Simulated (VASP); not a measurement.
Here is a VASP 6.6.1 calculation.

INCAR

```
SYSTEM = ZrS
  ALGO = Normal
  EDIFF = 1E-6
  ENCUT = 520
  GGA = CA
  ISIF = 2
  ISMEAR = 0
  ISPIN = 2
  LASPH = .TRUE.
  LCHARG = .FALSE.
  LMAXMIX = 4
  LORBIT = 11
  LREAL = .FALSE.
  LWAVE = .FALSE.
  MAGMOM = 0.6 0
  NBANDS = 20
  NELM = 150
  NUPDOWN = 0.6
  PREC = Accurate
  SIGMA = 0.15
```

Contents of KPOINTS:

```
k-points
0
G
  16 16 16
  0 0 0
```

Contents of POSCAR:

```
ZrS
1.0
    0.0000000000      2.4028323044      2.4028323044
    2.4028323044      0.0000000000      2.4028323044
    2.4028323044      2.4028323044      0.0000000000
Zr S
1 1
Direct
    0.0000000000      0.0000000000      0.0000000000
    0.5000000000      0.5000000000      0.5000000000
```

Potentials or basis: VASP PAW LDA potentials, release 64 (Zr_sv, S).

Launch:

```bash
$ cat potpaw_LDA.64/Zr_sv/POTCAR potpaw_LDA.64/S/POTCAR > POTCAR
$ mpirun -np 1 vasp_std > vasp.out
```

Question: Estimate the pressure.

Answer: 49.2 GPa.

Caveat: the cell stands under pressure; the total moment is fixed, so each spin has its own Fermi level and the state may be an excited one.
